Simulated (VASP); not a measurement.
Wanted: the native input for a VASP 6.6.1 run.

```yaml
Task: single point
Functional: PBE
Potentials_or_basis: VASP PAW PBE potentials, release 64 (Al, Bi_d, O)
Cutoff: 520 eV
k_mesh: 4 × 4 × 4
Occupations: gaussian, width 0.1 eV
Spin: no spin polarisation
Dipole_correction: no
Further_INCAR_settings: ALGO = Normal; EDIFF = 1e-06; NBANDS = 30
```

The structure of AlBiO4 lies in POSCAR:

```
AlBiO4
1.0
    0.0000000000      3.5702542100      3.5702542100
    3.5702542100      0.0000000000      3.5702542100
    3.5702542100      3.5702542100      0.0000000000
Al Bi O
1 1 4
Direct
    0.2500000000      0.2500000000      0.2500000000
    0.0000000000      0.0000000000      0.0000000000
    0.1249259700      0.6250246800      0.6250246800
    0.6250246800      0.6250246800      0.1249259700
    0.6250246800      0.6250246800      0.6250246800
    0.6250246800      0.1249259700      0.6250246800
```

The input as run:

INCAR

```
SYSTEM = AlBiO4
PREC = Accurate
ENCUT = 520
EDIFF = 1E-6
ISMEAR = 0
SIGMA = 0.1
LREAL = .FALSE.
LASPH = .TRUE.
NELM = 60
ALGO = Normal
ISIF = 2
LWAVE = .FALSE.
LCHARG = .TRUE.
GGA = PE
LELF = .TRUE.
LVHAR = .TRUE.
NBANDS = 30
```

KPOINTS

```
regular mesh
0
G
  4 4 4
  0 0 0
```

Potentials or basis: VASP PAW PBE potentials, release 64 (Al, Bi_d, O).

The run is started by

```console
$ cat potpaw_PBE.64/Al/POTCAR potpaw_PBE.64/Bi_d/POTCAR potpaw_PBE.64/O/POTCAR > POTCAR
$ mpirun -np 1 vasp_std > vasp.out
```

Results of the run:

| Item | Value |
| --- | --- |
| Pressure | -15.3 GPa |
| Largest force | 0.282 eV/Å |
| Band gap on the k mesh | zero (filled and empty bands touch) |

Caveat: the k points lie up to 0.38 Å⁻¹ apart; spin-orbit coupling is left out, which moves the levels of the heavy elements.

It took 38 s on 1 thread of Intel(R) Xeon(R) Platinum 8259CL CPU @ 2.50GHz (Skylake/Cascade Lake) (shared host), peak memory 0.24 GiB.
